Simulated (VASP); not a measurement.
# B (Fd-3m) in VASP: further runs

B is run at these levels: PBEsol; tasks: single point.

All numbers are computed with VASP 6.6.1; they aren't measurements. Logs are shortened: lines on timing, memory, paths and dates and some standing lists are left out, and cuts for length are marked.

## 1. The cell of the first run

It takes space group Fd-3m (No. 227, cubic). The conventional cell has a = 3.978 Å, b = 3.978 Å, c = 3.978 Å, α = 90.00°, β = 90.00°, γ = 90.00°. Within 2.3 Å of B (site symmetry -43m) lie 4 B at 1.72 Å.

## 2. Single point, PBEsol (volume scaled by 0.96)

INCAR

```
  PREC = Accurate
  ENCUT = 520
  EDIFF = 1E-7
  ISMEAR = -1
  SIGMA = 0.1
  LREAL = False
  LASPH = True
  NELM = 80
  ALGO = Normal
  ISIF = 2
  LWAVE = False
  LCHARG = False
  GGA = PS
  NBANDS = 10
```

KPOINTS

```
Automatic mesh
0
Gamma
  15 15 15
```

POSCAR

```
B
1.0
    0.0000000000      1.9892169237      1.9892169237
    1.9892169237      0.0000000000      1.9892169237
    1.9892169237      1.9892169237      0.0000000000
B
2
Direct
    0.1250000000      0.1250000000      0.1250000000
    0.8750000000      0.8750000000      0.8750000000
```

Potentials or basis: VASP PAW PBE potentials, release 64 (B).

The run is started by

```console
$ cat potpaw_PBE.64/B/POTCAR > POTCAR
$ mpirun -np 1 vasp_std > vasp.out
```

OUTCAR:

```text
PREC = Accurate
   ENCUT = 520
   EDIFF = 1E-7
   ISMEAR = -1
   LREAL = False
   LASPH = True
   NELM = 80
   ISIF = 2
   GGA = PS

 ion  position               nearest neighbor table
   1  0.125  0.125  0.125-   2 1.72   2 1.72   2 1.72   2 1.72
   2  0.875  0.875  0.875-   1 1.72   1 1.72   1 1.72   1 1.72

  LATTYP: Found a face centered cubic cell.
 ALAT       =     3.9784338474

  Lattice vectors:

 A1 = (   0.0000000000,   1.9892169237,   1.9892169237)
 A2 = (   1.9892169237,   0.0000000000,   1.9892169237)
 A3 = (   1.9892169237,   1.9892169237,   0.0000000000)

Analysis of symmetry for initial positions (statically):
=====================================================================
 Subroutine PRICEL returns:
 Original cell was already a primitive cell.

 Routine SETGRP: Setting up the symmetry group for a
 face centered cubic supercell.

 Subroutine GETGRP returns: Found 48 space group operations
 (whereof 12 operations were pure point group operations)
 out of a pool of 48 trial point group operations.

The static configuration has the point symmetry D_3d.
 The point group associated with its full space group is O_h .

Analysis of symmetry for dynamics (positions and initial velocities):
=====================================================================
 Subroutine PRICEL returns:
 Original cell was already a primitive cell.

 Routine SETGRP: Setting up the symmetry group for a
 face centered cubic supercell.

 Subroutine GETGRP returns: Found 48 space group operations
 (whereof 12 operations were pure point group operations)
 out of a pool of 48 trial point group operations.

The dynamic configuration has the point symmetry D_3d.
 The point group associated with its full space group is O_h .

 Subroutine INISYM returns: Found 48 space group operations
 (whereof 12 operations are pure point group operations),
 and found     1 'primitive' translations

----------------------------------------------------------------------------------------

                                     Primitive cell

  volume of cell :      15.7426

  direct lattice vectors                    reciprocal lattice vectors
     0.000000000  1.989216924  1.989216924    -0.251355191  0.251355191  0.251355191
     1.989216924  0.000000000  1.989216924     0.251355191 -0.251355191  0.251355191
     1.989216924  1.989216924  0.000000000     0.251355191  0.251355191 -0.251355191

  length of vectors
     2.813177552  2.813177552  2.813177552     0.435359962  0.435359962  0.435359962

  position of ions in fractional coordinates (direct lattice)
     0.125000000  0.125000000  0.125000000
     0.875000000  0.875000000  0.875000000

  ion indices of the primitive-cell ions
   primitive index   ion index
                 1           1
                 2           2

----------------------------------------------------------------------------------------

 KPOINTS: Automatic mesh

Automatic generation of k-mesh.
 Grid dimensions read from file:
 generate k-points for:   15   15   15

 Generating k-lattice:

  Cartesian coordinates                     Fractional coordinates (reciprocal lattice)
    -0.016757013  0.016757013  0.016757013     0.066666667  0.000000000  0.000000000
     0.016757013 -0.016757013  0.016757013     0.000000000  0.066666667  0.000000000
     0.016757013  0.016757013 -0.016757013     0.000000000  0.000000000  0.066666667

  Length of vectors
     0.029023997  0.029023997  0.029023997

  Shift w.r.t. Gamma in fractional coordinates (k-lattice)
     0.000000000  0.000000000  0.000000000

 Subroutine IBZKPT returns following result:
 ===========================================

 Found    120 irreducible k-points:

 Following reciprocal coordinates:
            Coordinates               Weight
  0.000000  0.000000  0.000000      1.000000
  0.066667  0.000000  0.000000      8.000000
  0.133333  0.000000  0.000000      8.000000
  0.200000  0.000000  0.000000      8.000000
  0.266667  0.000000  0.000000      8.000000
  0.333333  0.000000  0.000000      8.000000
[... 16 lines left out ...]
  0.133333  0.133333  0.000000      6.000000
  0.200000  0.133333  0.000000     24.000000
 [... further k-points ...]
   k-points           NKPTS =    120   k-points in BZ     NKDIM =    120   number of bands    NBANDS=     10
   number of dos      NEDOS =    301   number of ions     NIONS =      2
   total plane-waves  NPLWV =  13824
   dimension x,y,z NGX =    24 NGY =   24 NGZ =   24
   dimension x,y,z NGXF=    48 NGYF=   48 NGZF=   48
   ions per type =               2
   NGX,Y,Z   is equivalent  to a cutoff of  14.18, 14.18, 14.18 a.u.
   NGXF,Y,Z  is equivalent  to a cutoff of  28.37, 28.37, 28.37 a.u.
 SYSTEM =  unknown system
   PREC   = accura    normal or accurate (medium, high low for compatibility)
   ISTART =      0    job   : 0-new  1-cont  2-samecut
   ICHARG =      2    charge: 1-file 2-atom 10-const
   ISPIN  =      1    spin polarized calculation?
   LNONCOLLINEAR =      F non collinear calculations
   LSORBIT =      F    spin-orbit coupling
   LASPH  =      T    aspherical Exc in radial PAW
   ENCUT  =  520.0 eV  38.22 Ry    6.18 a.u.   5.23  5.23  5.23*2*pi/ulx,y,z
   NELM   =     80;   NELMIN=  2; NELMDL= -5     # of ELM steps
   EDIFF  = 0.1E-06   stopping-criterion for ELM
   LREAL  =      F    real-space projection
   EDIFFG = 0.1E-05   stopping-criterion for IOM
   NSW    =      0    number of steps for IOM
   IBRION =     -1    ionic relax: 0-MD 1-quasi-New 2-CG
   NFREE  =      0    steps in history (QN), initial steepest desc. (CG)
   ISIF   =      2    stress and relaxation
   ISYM   =      2    0-nonsym 1-usesym 2-fastsym
   POTIM  = 0.5000    time-step for ionic-motion
   TEBEG  =    0.0;   TEEND  =   0.0 temperature during run
   PSTRESS=    0.0 pullay stress
   NELECT =       6.0000    total number of electrons
   NUPDOWN=      -1.0000    fix difference up-down
   EMIN   =  10.00;   EMAX   =-10.00  energy-range for DOS
   EFERMI =   0.00;   METHOD = LEGACY
   ISMEAR =    -1;   SIGMA  =   0.10  broadening in eV -4-tet -1-fermi 0-gaus
   EFERMI_NEDOS =   21; number of points for ismear=-14 and -15
   IALGO  =     38    algorithm
   IMIX   =      4    mixing-type and parameters
     AMIX     =   0.40;   BMIX     =  1.00
     AMIX_MAG =   1.60;   BMIX_MAG =  1.00
  volume/ion in A,a.u.               =       7.87        53.12
  Fermi-wavevector in a.u.,A,eV,Ry     =   1.186952  2.243014 19.168632  1.408855
  Thomas-Fermi vector in A             =   2.323114
   LORBIT       =      0    0 simple, 1 ext, 2 COOP (PROOUT), +10 PAW based schemes
   GGA     = PS    functional components
   LHFCALC =     F    Hartree Fock is set to
   AEXX    =    0.0000 exact exchange contribution
   IVDW    =     0    specifies the selected vdW correction
   LEPSILON=     F    determine dielectric tensor
   LRPA    =     F    only Hartree local field effects (RPA)
 non-spin polarized calculation
  energy-cutoff  :      520.00
  volume of cell :       15.74
 maximum number of plane-waves:       440
 NGX is ok and might be reduce to    24
   NGX = 11   NGY = 11   NGZ = 11

 number of electron       6.0000000 magnetization

 Free energy of the ion-electron system (eV)
  ---------------------------------------------------
  ext. energy  EPLUGINS =         0.00000000
  ---------------------------------------------------
  free energy    TOTEN  =       -12.12754672 eV

  energy without entropy =      -12.09961931  energy(sigma->0) =      -12.11358302

 E-fermi :   4.1596     XC(G=0): -11.5185

 val. band max:        4.1319396541   @ k =  -0.4000   0.2667   0.0667
 cond. band min:       4.2102998571   @ k =  -0.3333   0.3333   0.0000
 fundamental gap:      0.0783602030
 Fermi energy:         4.1595602602

 k-point     1 :       0.0000    0.0000    0.0000
  band No.  band energies     occupation
      1      -9.1297      2.00000
      2       8.4006      0.00000
      3       8.4006      0.00000
      4       8.4006      0.00000
      5      12.6064      0.00000
      6      12.6064      0.00000
      7      12.6064      0.00000
      8      21.8070      0.00000
      9      23.5169      0.00000
     10      27.7681      0.00000

 k-point     2 :       0.0667    0.0000    0.0000
  band No.  band energies     occupation
      1      -9.0299      2.00000
      2       7.6575      0.00000
      3       8.1973      0.00000
      4       8.1973      0.00000
      5      12.8723      0.00000
      6      12.8723      0.00000
      7      13.1293      0.00000
      8      21.7339      0.00000
      9      23.6945      0.00000
     10      26.3225      0.00000

 k-point     3 :       0.1333    0.0000    0.0000
  band No.  band energies     occupation
      1      -8.7310      2.00000
      2       6.0637      0.00000
      3       7.7280      0.00000
      4       7.7280      0.00000
      5      13.4892      0.00000
      6      13.4892      0.00000
      7      14.0936      0.00000
      8      21.5334      0.00000
      9      24.1332      0.00000
     10      25.0581      0.00000

 k-point     4 :       0.2000    0.0000    0.0000
  band No.  band energies     occupation
      1      -8.2342      2.00000
      2       4.2128      0.74001
      3       7.1989      0.00000
      4       7.1989      0.00000
      5      14.1385      0.00000
      6      14.1385      0.00000
      7      14.9887      0.00000
      8      21.2451      0.00000
      9      24.4219      0.00000
     10      24.4229      0.00000
[... 222 lines left out ...]
 k-point    22 :      -0.0667    0.0667    0.0000
  band No.  band energies     occupation
      1      -8.8637      2.00000
      2       7.0362      0.00000
      3       7.2537      0.00000
      4       8.2320      0.00000
      5      12.8951      0.00000
      6      13.5379      0.00000
      7      13.8090      0.00000
      8      21.5111      0.00000
      9      23.9620      0.00000
     10      24.7452      0.00000

 k-point    23 :       0.1333    0.1333    0.0000
  band No.  band energies     occupation
      1      -8.5982      2.00000
      2       6.6221      0.00000
      3       6.6221      0.00000
      4       7.3341      0.00000
      5      12.2284      0.00000
      6      14.9150      0.00000
      7      14.9150      0.00000
      8      19.8434      0.00000
      9      24.4271      0.00000
     10      24.6451      0.00000

 k-point    24 :       0.2000    0.1333    0.0000
  band No.  band energies     occupation
      1      -8.2340      2.00000
      2       5.3936      0.00001
      3       6.0455      0.00000
      4       7.0005      0.00000
      5      12.3560      0.00000
      6      15.7488      0.00000
      7      15.7886      0.00000
      8      18.7911      0.00000
      9      24.8339      0.00000
     10      24.9457      0.00000

 [... further k-points ...]
[... 5 lines left out ...]
  --------------------------------------------------------------------------------------
  -------------------------------------------------------------------------------------
  Total        0.8066671      0.8066671      0.8066671      0.0000000     -0.0000000      0.0000000
  in kB       82.0972311     82.0972311     82.0972311      0.0000000     -0.0000000      0.0000000
  external PRESSURE =      82.0972311 kB  Pullay stress =       0.0000000 kB

 VOLUME and BASIS-vectors are now :
 -----------------------------------------------------------------------------
  energy-cutoff  :      520.00
  volume of cell :       15.74
      direct lattice vectors                 reciprocal lattice vectors
     0.000000000  1.989216924  1.989216924    -0.251355191  0.251355191  0.251355191
     1.989216924  0.000000000  1.989216924     0.251355191 -0.251355191  0.251355191
     1.989216924  1.989216924  0.000000000     0.251355191  0.251355191 -0.251355191

 POSITION                                       TOTAL-FORCE (eV/Angst)
 -----------------------------------------------------------------------------------
      0.49730      0.49730      0.49730         0.000000      0.000000      0.000000
      3.48113      3.48113      3.48113        -0.000000     -0.000000     -0.000000
 -----------------------------------------------------------------------------------
    total drift:                                0.000000      0.000000      0.000000

  FREE ENERGIE OF THE ION-ELECTRON SYSTEM (eV)
  ---------------------------------------------------
  free  energy   TOTEN  =       -12.1275467248 eV

  energy  without entropy=      -12.0996193090  energy(sigma->0) =      -12.11358302
```

Run time: 6.3 s. Hardware: 1 thread of Intel Xeon 6975P-C (Granite Rapids), shared host; peak memory 0.14 GiB.

What came out:

```
Free energy            : -12.1275 eV
Pressure               : 8.2 GPa
Band gap on the k mesh : zero (band 3 reaches 8.40 eV, above the bottom of band 4 at 1.31 eV)
```

Caveat: the cell differs from its parent crystal (volume scaled by 0.96); the PAW data sets were made with another functional, which shifts forces and pressure a little.

## 3. Single point, PBEsol

This run uses another cell than the first one, of 8.20 Å³/atom, 1.042 times its volume.

INCAR

```
SYSTEM = B
PREC     = Accurate       ! precision mode
ENCUT    = 520            ! plane-wave cutoff, eV
EDIFF    = 1E-6           ! SCF threshold, eV
ISMEAR   = -1             ! smearing method
SIGMA    = 0.1            ! smearing width, eV
LREAL    = .False.        ! projectors in reciprocal space
LASPH    = .True.         ! aspherical terms in the spheres
NELM     = 80             ! most SCF steps
ALGO     = Normal         ! electronic algorithm
ISIF     = 2              ! what is computed and relaxed
LWAVE    = .False.        ! write WAVECAR
LCHARG   = .False.        ! write CHGCAR
GGA      = PS             ! functional
NBANDS   = 10             ! bands
```

KPOINTS

```
Automatic mesh
0
Gamma
  15 15 15
  0 0 0
```

POSCAR

```
B
1.0
    0.0000000000      2.0164698572      2.0164698572
    2.0164698572      0.0000000000      2.0164698572
    2.0164698572      2.0164698572      0.0000000000
B
2
Direct
    0.1250000000      0.1250000000      0.1250000000
    0.8750000000      0.8750000000      0.8750000000
```

Potentials or basis: VASP PAW PBE potentials, release 64 (B).

The run is started by

```console
$ cat potpaw_PBE.64/B/POTCAR > POTCAR
$ mpirun -np 1 vasp_std > vasp.out
```

OUTCAR:

```text
SYSTEM = B
   PREC = Accurate
   ENCUT = 520
   EDIFF = 1E-6
   ISMEAR = -1
   LREAL = .False.
   LASPH = .True.
   NELM = 80
   ISIF = 2
   GGA = PS

 ion  position               nearest neighbor table
   1  0.125  0.125  0.125-   2 1.75   2 1.75   2 1.75   2 1.75
   2  0.875  0.875  0.875-   1 1.75   1 1.75   1 1.75   1 1.75

  LATTYP: Found a face centered cubic cell.
 ALAT       =     4.0329397144

  Lattice vectors:

 A1 = (   0.0000000000,   2.0164698572,   2.0164698572)
 A2 = (   2.0164698572,   0.0000000000,   2.0164698572)
 A3 = (   2.0164698572,   2.0164698572,   0.0000000000)
[... 490 lines left out ...]
      6      15.0912      0.00000
      7      15.1214      0.00000
      8      18.1024      0.00000
      9      23.8150      0.00000
     10      23.9812      0.00000

 [... further k-points ...]
[... 5 lines left out ...]
  --------------------------------------------------------------------------------------
  -------------------------------------------------------------------------------------
  Total        0.0161487      0.0161487      0.0161487      0.0000000     -0.0000000      0.0000000
  in kB        1.5777640      1.5777640      1.5777640      0.0000000     -0.0000000      0.0000000
  external PRESSURE =       1.5777640 kB  Pullay stress =       0.0000000 kB

 VOLUME and BASIS-vectors are now :
 -----------------------------------------------------------------------------
  energy-cutoff  :      520.00
  volume of cell :       16.40
      direct lattice vectors                 reciprocal lattice vectors
     0.000000000  2.016469857  2.016469857    -0.247958083  0.247958083  0.247958083
     2.016469857  0.000000000  2.016469857     0.247958083 -0.247958083  0.247958083
     2.016469857  2.016469857  0.000000000     0.247958083  0.247958083 -0.247958083

 POSITION                                       TOTAL-FORCE (eV/Angst)
 -----------------------------------------------------------------------------------
      0.50412      0.50412      0.50412         0.000000      0.000000      0.000000
      3.52882      3.52882      3.52882        -0.000000     -0.000000     -0.000000
 -----------------------------------------------------------------------------------
    total drift:                                0.000000      0.000000      0.000000

  FREE ENERGIE OF THE ION-ELECTRON SYSTEM (eV)
  ---------------------------------------------------
  free  energy   TOTEN  =       -12.1445406426 eV

  energy  without entropy=      -12.1153911528  energy(sigma->0) =      -12.12996590
```

stdout:

```text
POSCAR found type information on POSCAR B
 POSCAR found :  1 types and       2 ions
 scaLAPACK will be used
 -----------------------------------------------------------------------------
|                                                                             |
|                                                                             |
|     You enforced a specific xc type in the INCAR file but a different       |
|     I HOPE YOU KNOW WHAT YOU ARE DOING!                                     |
|                                                                             |
 -----------------------------------------------------------------------------

 LDA part: xc-table for (Slater+PW92), standard interpolation
 POSCAR, INCAR and KPOINTS ok, starting setup
 FFT: planning ... GRIDC
 FFT: planning ... GRID_SOFT
 FFT: planning ... GRID
 WAVECAR not read
 entering main loop
```

Wall time 6.4 s (1 thread of Intel Xeon 6975P-C (Granite Rapids), shared host); peak memory 0.13 GiB.

Results:

```
Free energy            : -12.1445 eV
Pressure               : 0.2 GPa
Band gap on the k mesh : zero (band 3 reaches 7.94 eV, above the bottom of band 4 at 1.12 eV)
```

Caveat: the PAW data sets were made with another functional, which shifts forces and pressure a little.

## 4. Single point, PBEsol (volume scaled by 1.04)

INCAR

```
PREC     = Accurate       # precision mode
ENCUT    = 520            # plane-wave cutoff, eV
EDIFF    = 1E-6           # SCF threshold, eV
ISMEAR   = -1             # smearing method
SIGMA    = 0.1            # smearing width, eV
LREAL    = F              # projectors in reciprocal space
LASPH    = T              # aspherical terms in the spheres
NELM     = 60             # most SCF steps
ALGO     = Normal         # electronic algorithm
ISIF     = 2              # what is computed and relaxed
LWAVE    = F              # write WAVECAR
LCHARG   = T              # write CHGCAR
GGA      = PS             # functional
LELF     = T              # ELF
LVHAR    = T            
NBANDS   = 10             # bands
```

KPOINTS

```
regular mesh
0
Gamma
  15 15 15
```

POSCAR

```
B
1.0
    0.0000000000      2.0430053983      2.0430053983
    2.0430053983      0.0000000000      2.0430053983
    2.0430053983      2.0430053983      0.0000000000
B
2
Direct
    0.1250000000      0.1250000000      0.1250000000
    0.8750000000      0.8750000000      0.8750000000
```

The run is started by

```console
$ cat potpaw_PBE.64/B/POTCAR > POTCAR
$ mpirun -np 1 vasp_std > vasp.out
```

Run time: 6.3 s. Hardware: 1 thread of Intel Xeon 6975P-C (Granite Rapids), shared host; peak memory 0.13 GiB.

It converged, with:

| Item | Value |
| --- | --- |
| Free energy | -12.1313 eV |
| Pressure | -6.6 GPa |
| Band gap on the k mesh | zero (band 3 reaches 7.51 eV, above the bottom of band 4 at 0.95 eV) |

Levels at points of the mesh, in eV from the Fermi level:
```csv
k point,band 1,band 2,band 3,band 4,band 5,band 6,band 7,band 8
"(0.00, 0.00, 0.00)",-12.72,3.96,3.96,3.96,8.03,8.03,8.03,16.02
```

Caveat: the cell differs from its parent crystal (volume scaled by 1.04); the PAW data sets were made with another functional, which shifts forces and pressure a little.

(Continued in part 2 of 2.)
